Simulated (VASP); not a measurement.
# Si16Au (a cell with a defect) in VASP: notebook

Si16Au (a cell with a defect) is run at these levels: r2SCAN; tasks: single point.

Program: VASP 6.6.1. These are calculated values, not measurements. Logs are shortened: lines on timing, memory, paths and dates and some standing lists are left out, and cuts for length are marked.

### Step 1. The cell of the first run

The cell holds a defect, 17 atoms: a = 7.699 Å, b = 7.699 Å, c = 7.699 Å, α = 60.00°, β = 60.00°, γ = 60.00°.

### Step 2. Single point, r2SCAN (with an interstitial atom, then relaxed in part)

File POSCAR:

```
Si16Au
1.0
    0.0000000000      5.4437023800     -5.4437023800
    5.4437023800      5.4437023800      0.0000000000
    5.4437023800      0.0000000000     -5.4437023800
Si Au
16 1
Direct
    0.1527917284      0.1259189235      0.1170302416
    0.1536511856      0.6051129107      0.1168972170
    0.5834593229      0.1457553730      0.1263953418
    0.6595241131      0.6375012549      0.0664134732
    0.1102573448      0.1153186942      0.6601979826
    0.1438144651      0.6264080305      0.6044452020
    0.6272075740      0.1396062092      0.6081268075
    0.6269478746      0.6260965260      0.6081307641
    0.2933442701      0.7376806528      0.2328180908
    0.2168181737      0.2466532384      0.2910206899
    0.7271131640      0.7560061122      0.2388540226
    0.7278983204      0.2787169402      0.2389294197
    0.2561117618      0.7428505765      0.7465508115
    0.2563377337      0.2555372395      0.7464157566
    0.7705512782      0.7668066633      0.6967345889
    0.7360221315      0.2554506946      0.7540048250
   -0.0579371646     -0.0521806770      0.1626391667
```

File INCAR.step1:

```
PREC = Accurate
ENCUT = 520
ISMEAR = 0
SIGMA = 0.02
LREAL = Auto
LASPH = True
NELM = 60
NBANDS = 52
NELECT = 74.0
GGA = PE
ALGO = Normal
EDIFF = 1E-4
LWAVE = True
LCHARG = False
```

File INCAR.step2:

```
PREC = Accurate
ENCUT = 520
EDIFF = 1E-6
ISMEAR = 0
SIGMA = 0.02
LREAL = Auto
LASPH = True
NELM = 60
ALGO = Normal
ISIF = 2
LWAVE = False
LCHARG = False
METAGGA = R2SCAN
LMIXTAU = True
NBANDS = 52
NELECT = 74.0
ISTART = 1
```

File KPOINTS:

```
Automatic mesh
0
Gamma
  2 2 2
```

Potentials or basis: VASP PAW PBE potentials, release 64 (Si, Au).

The run is started by

```
$ cat potpaw_PBE.64/Si/POTCAR potpaw_PBE.64/Au/POTCAR > POTCAR
$ cp INCAR.step1 INCAR
$ mpirun -np 1 vasp_std > vasp.out
$ cp INCAR.step2 INCAR
$ mpirun -np 1 vasp_std > vasp.out
```

OUTCAR:

```text
PREC = Accurate
   ENCUT = 520
   EDIFF = 1E-6
   ISMEAR = 0
   LREAL = Auto
   LASPH = True
   NELM = 60
   ISIF = 2
   METAGGA = R2SCAN
   NELECT = 74.0
   ISTART = 1

 ion  position               nearest neighbor table
   1  0.153  0.126  0.117-  10 2.29  14 2.33  17 2.41   9 2.44  12 2.67
   2  0.154  0.605  0.117-  10 2.29  13 2.33  17 2.41   9 2.44  11 2.68
   3  0.583  0.146  0.126-  10 2.32  16 2.35  11 2.45  12 2.45  17 2.48
   4  0.660  0.638  0.066-  11 2.29  12 2.29   9 2.32  15 2.33
   5  0.110  0.115  0.660-  10 2.32  13 2.35  14 2.36  16 2.36  17 3.16
   6  0.144  0.626  0.604-  13 2.33  14 2.33   9 2.34  15 2.36
   7  0.627  0.140  0.608-  12 2.33  14 2.33  16 2.33  15 2.36
   8  0.627  0.626  0.608-  11 2.33  13 2.33  16 2.33  15 2.36
   9  0.293  0.738  0.233-   4 2.32   6 2.34   2 2.44   1 2.44  17 2.54
  10  0.217  0.247  0.291-   2 2.29   1 2.29   3 2.32   5 2.32
  11  0.727  0.756  0.239-   4 2.29   8 2.33  17 2.42   3 2.45   2 2.68
  12  0.728  0.279  0.239-   4 2.29   7 2.33  17 2.42   3 2.45   1 2.67
  13  0.256  0.743  0.747-   2 2.33   8 2.33   6 2.33   5 2.35
  14  0.256  0.256  0.746-   7 2.33   1 2.33   6 2.33   5 2.36
  15  0.771  0.767  0.697-   4 2.33   7 2.36   6 2.36   8 2.36  17 3.36
  16  0.736  0.255  0.754-   7 2.33   8 2.33   3 2.35   5 2.36
  17  0.942  0.948  0.163-   2 2.41   1 2.41  11 2.42  12 2.42   3 2.48   9 2.54   5 3.16  15 3.36

  LATTYP: Found a face centered cubic cell.
 ALAT       =    10.8874047600

  Lattice vectors:

 A1 = (   0.0000000000,   5.4437023800,  -5.4437023800)
 A2 = (   5.4437023800,   5.4437023800,   0.0000000000)
 A3 = (   5.4437023800,   0.0000000000,  -5.4437023800)

Analysis of symmetry for initial positions (statically):
=====================================================================
 Subroutine PRICEL returns:
 Original cell was already a primitive cell.

 Routine SETGRP: Setting up the symmetry group for a
 face centered cubic supercell.

 Subroutine GETGRP returns: Found  1 space group operations
 (whereof  1 operations were pure point group operations)
 out of a pool of 48 trial point group operations.

The static configuration has the point symmetry C_1 .

Analysis of symmetry for dynamics (positions and initial velocities):
=====================================================================
 Subroutine PRICEL returns:
 Original cell was already a primitive cell.

 Routine SETGRP: Setting up the symmetry group for a
 face centered cubic supercell.

 Subroutine GETGRP returns: Found  1 space group operations
 (whereof  1 operations were pure point group operations)
 out of a pool of 48 trial point group operations.

The dynamic configuration has the point symmetry C_1 .

 Subroutine INISYM returns: Found  1 space group operations
 (whereof  1 operations are pure point group operations),
 and found     1 'primitive' translations

----------------------------------------------------------------------------------------

                                     Primitive cell

  volume of cell :     322.6362

  direct lattice vectors                    reciprocal lattice vectors
     0.000000000  5.443702380 -5.443702380    -0.091849254  0.091849254 -0.091849254
     5.443702380  5.443702380  0.000000000     0.091849254  0.091849254  0.091849254
     5.443702380  0.000000000 -5.443702380     0.091849254 -0.091849254 -0.091849254

  length of vectors
     7.698557735  7.698557735  7.698557735     0.159087574  0.159087574  0.159087574

  position of ions in fractional coordinates (direct lattice)
     0.152791728  0.125918924  0.117030242
     0.153651186  0.605112911  0.116897217
     0.583459323  0.145755373  0.126395342
     0.659524113  0.637501255  0.066413473
     0.110257345  0.115318694  0.660197983
     0.143814465  0.626408031  0.604445202
[... 9 lines left out ...]
     0.736022132  0.255450695  0.754004825
     0.942062835  0.947819323  0.162639167

  ion indices of the primitive-cell ions
   primitive index   ion index
                 1           1
                 2           2
                 3           3
                 4           4
                 5           5
                 6           6
[... 9 lines left out ...]
                16          16
                17          17

----------------------------------------------------------------------------------------

 KPOINTS: Automatic mesh

Automatic generation of k-mesh.
 Grid dimensions read from file:
 generate k-points for:    2    2    2

 Generating k-lattice:

  Cartesian coordinates                     Fractional coordinates (reciprocal lattice)
    -0.045924627  0.045924627 -0.045924627     0.500000000  0.000000000  0.000000000
     0.045924627  0.045924627  0.045924627     0.000000000  0.500000000  0.000000000
     0.045924627 -0.045924627 -0.045924627     0.000000000  0.000000000  0.500000000

  Length of vectors
     0.079543787  0.079543787  0.079543787

  Shift w.r.t. Gamma in fractional coordinates (k-lattice)
     0.000000000  0.000000000  0.000000000

 Subroutine IBZKPT returns following result:
 ===========================================

 Found      8 irreducible k-points:

 Following reciprocal coordinates:
            Coordinates               Weight
  0.000000  0.000000  0.000000      1.000000
  0.500000  0.000000  0.000000      1.000000
  0.000000  0.500000  0.000000      1.000000
  0.000000  0.000000  0.500000      1.000000
  0.500000  0.500000  0.500000      1.000000
  0.500000  0.500000  0.000000      1.000000
  0.000000  0.500000  0.500000      1.000000
  0.500000  0.000000  0.500000      1.000000
   k-points           NKPTS =      8   k-points in BZ     NKDIM =      8   number of bands    NBANDS=     52
   number of dos      NEDOS =    301   number of ions     NIONS =     17
   total plane-waves  NPLWV = 216000
   dimension x,y,z NGX =    60 NGY =   60 NGZ =   60
   dimension x,y,z NGXF=   120 NGYF=  120 NGZF=  120
   ions per type =              16   1
   NGX,Y,Z   is equivalent  to a cutoff of  12.96, 12.96, 12.96 a.u.
   NGXF,Y,Z  is equivalent  to a cutoff of  25.91, 25.91, 25.91 a.u.
 SYSTEM =  unknown system
   PREC   = accura    normal or accurate (medium, high low for compatibility)
   ISTART =      1    job   : 0-new  1-cont  2-samecut
   ICHARG =      0    charge: 1-file 2-atom 10-const
   ISPIN  =      1    spin polarized calculation?
   LNONCOLLINEAR =      F non collinear calculations
   LSORBIT =      F    spin-orbit coupling
   LASPH  =      T    aspherical Exc in radial PAW
   ENCUT  =  520.0 eV  38.22 Ry    6.18 a.u.  14.31 14.31 14.31*2*pi/ulx,y,z
   NELM   =     60;   NELMIN=  2; NELMDL=  0     # of ELM steps
   EDIFF  = 0.1E-05   stopping-criterion for ELM
   LREAL  =      T    real-space projection
   EDIFFG = 0.1E-04   stopping-criterion for IOM
   NSW    =      0    number of steps for IOM
   IBRION =     -1    ionic relax: 0-MD 1-quasi-New 2-CG
   NFREE  =      0    steps in history (QN), initial steepest desc. (CG)
   ISIF   =      2    stress and relaxation
   ISYM   =      2    0-nonsym 1-usesym 2-fastsym
   POTIM  = 0.5000    time-step for ionic-motion
   TEBEG  =    0.0;   TEEND  =   0.0 temperature during run
   PSTRESS=    0.0 pullay stress
   NELECT =      74.0000    total number of electrons
   NUPDOWN=      -1.0000    fix difference up-down
   EMIN   =  10.00;   EMAX   =-10.00  energy-range for DOS
   EFERMI =   0.00;   METHOD = LEGACY
   ISMEAR =     0;   SIGMA  =   0.02  broadening in eV -4-tet -1-fermi 0-gaus
   EFERMI_NEDOS =   21; number of points for ismear=-14 and -15
   IALGO  =     38    algorithm
   IMIX   =      4    mixing-type and parameters
     AMIX     =   0.40;   BMIX     =  1.00
     AMIX_MAG =   1.60;   BMIX_MAG =  1.00
  volume/ion in A,a.u.               =      18.98       128.07
  Fermi-wavevector in a.u.,A,eV,Ry     =   1.002108  1.893709 13.663238  1.004220
  Thomas-Fermi vector in A             =   2.134573
   LORBIT       =      0    0 simple, 1 ext, 2 COOP (PROOUT), +10 PAW based schemes
   METAGGA = R2SCAN    functional components
   LHFCALC =     F    Hartree Fock is set to
   AEXX    =    0.0000 exact exchange contribution
   IVDW    =     0    specifies the selected vdW correction
   LEPSILON=     F    determine dielectric tensor
   LRPA    =     F    only Hartree local field effects (RPA)
 non-spin polarized calculation
 Gauss-broadening in eV      SIGMA  =   0.02
  energy-cutoff  :      520.00
  volume of cell :      322.64
 maximum number of plane-waves:      8694
 NGX is ok and might be reduce to    60
   NGX = 29   NGY = 29   NGZ = 29

 number of electron      74.0000000 magnetization

 Free energy of the ion-electron system (eV)
  ---------------------------------------------------
  ext. energy  EPLUGINS =         0.00000000
  ---------------------------------------------------
  free energy    TOTEN  =      -193.93848256 eV

  energy without entropy =     -193.93848256  energy(sigma->0) =     -193.93848256

 E-fermi :   6.5183     XC(G=0): -10.1855

 val. band max:        6.4248007575   @ k =   0.0000   0.0000   0.5000
 cond. band min:       6.7364304424   @ k =   0.0000   0.0000   0.0000
 fundamental gap:      0.3116296849
 Fermi energy:         6.5183478042

 k-point     1 :       0.0000    0.0000    0.0000
  band No.  band energies     occupation
      1      -6.4691      2.00000
      2      -4.0873      2.00000
      3      -3.9088      2.00000
      4      -3.8005      2.00000
      5      -3.6912      2.00000
      6      -2.8959      2.00000
[... 41 lines left out ...]
     48       8.7620      0.00000
     49       8.9977      0.00000

 k-point     2 :       0.5000    0.0000    0.0000
  band No.  band energies     occupation
      1      -5.7142      2.00000
      2      -5.4859      2.00000
      3      -3.9509      2.00000
      4      -3.5579      2.00000
      5      -3.4813      2.00000
      6      -3.4736      2.00000
[... 304 lines left out ...]
 k-point     8 :       0.5000    0.0000    0.5000
  band No.  band energies     occupation
      1      -5.5116      2.00000
      2      -5.1765      2.00000
      3      -4.4332      2.00000
      4      -4.1508      2.00000
      5      -4.1350      2.00000
      6      -4.0109      2.00000
[... 41 lines left out ...]
     48      10.8967      0.00000
     49      10.9285      0.00000
 [bands above 49 left out]

------------------------ aborting loop because EDIFF is reached ----------------------------------------

  FORCE on cell =-STRESS in cart. coord.  units (eV):
  Direction    XX          YY          ZZ          XY          YZ          ZX
  --------------------------------------------------------------------------------------
  -------------------------------------------------------------------------------------
  Total       -0.0502592     -0.0559604     -1.2129124      0.4871342     -0.9903318      0.9912397
  in kB       -0.2495821     -0.2778932     -6.0231946      2.4190567     -4.9178829      4.9223914
  external PRESSURE =      -2.1835566 kB  Pullay stress =       0.0000000 kB

 VOLUME and BASIS-vectors are now :
 -----------------------------------------------------------------------------
  energy-cutoff  :      520.00
  volume of cell :      322.64
      direct lattice vectors                 reciprocal lattice vectors
     0.000000000  5.443702380 -5.443702380    -0.091849254  0.091849254 -0.091849254
     5.443702380  5.443702380  0.000000000     0.091849254  0.091849254  0.091849254
     5.443702380  0.000000000 -5.443702380     0.091849254 -0.091849254 -0.091849254

 POSITION                                       TOTAL-FORCE (eV/Angst)
 -----------------------------------------------------------------------------------
      1.32254      1.51722     -1.46883        -0.004007      0.014448     -0.011068
      3.93041      4.13049     -1.47278        -0.002745     -0.002164     -0.012800
      1.48151      3.96963     -3.86424        -0.004374     -0.002020      0.013085
      3.83190      7.06062     -3.95179         0.011780     -0.012532     -0.002230
      4.22168      1.22797     -4.19413        -0.001685      0.005510      0.011593
      6.70040      4.19286     -4.07330        -0.011883      0.009825      0.001379
[... 9 lines left out ...]
      5.49518      5.39728     -8.11126         0.007878      0.002977     -0.010780
      6.04501     10.28796     -6.01367         0.004038     -0.005240      0.000649
 -----------------------------------------------------------------------------------
    total drift:                                0.002016     -0.009529      0.000522

  FREE ENERGIE OF THE ION-ELECTRON SYSTEM (eV)
  ---------------------------------------------------
  free  energy   TOTEN  =      -193.9384825564 eV

  energy  without entropy=     -193.9384825564  energy(sigma->0) =     -193.93848256
```

Wall time 25 min (1 thread of Intel Xeon 8259CL, shared host); peak memory 0.57 GiB.

Results:

| Property | Result |
| --- | --- |
| Free energy | -193.9385 eV |
| Largest force | 0.019 eV/Å |

Forces in eV/Å, atoms in the order of the input:
```
Si  -0.004  0.014 -0.011
Si  -0.003 -0.002 -0.013
Si  -0.004 -0.002  0.013
Si   0.012 -0.013 -0.002
Si  -0.002  0.006  0.012
Si  -0.012  0.010  0.001
Si   0.009  0.000  0.005
Si  -0.007  0.001  0.004
Si   0.003 -0.007  0.001
Si  -0.013  0.011  0.000
Si   0.009  0.001 -0.002
Si  -0.002 -0.002  0.009
Si  -0.002  0.007  0.000
Si   0.001 -0.010  0.002
Si   0.003 -0.010 -0.010
Si   0.008  0.003 -0.011
Au   0.004 -0.005  0.001
```

Caveat: the k points lie up to 0.50 Å⁻¹ apart; the cell carries a net charge on a neutralising background, which shifts energy and pressure; the cell differs from its parent crystal (with an interstitial atom, then relaxed in part); the cell is charged against a uniform background, so pressure and absolute levels hang on convention; the PAW data sets were made with another functional, which shifts forces and pressure a little; spin-orbit coupling is left out, which moves the levels of the heavy elements.

(Part 1 of 2 ends here.)
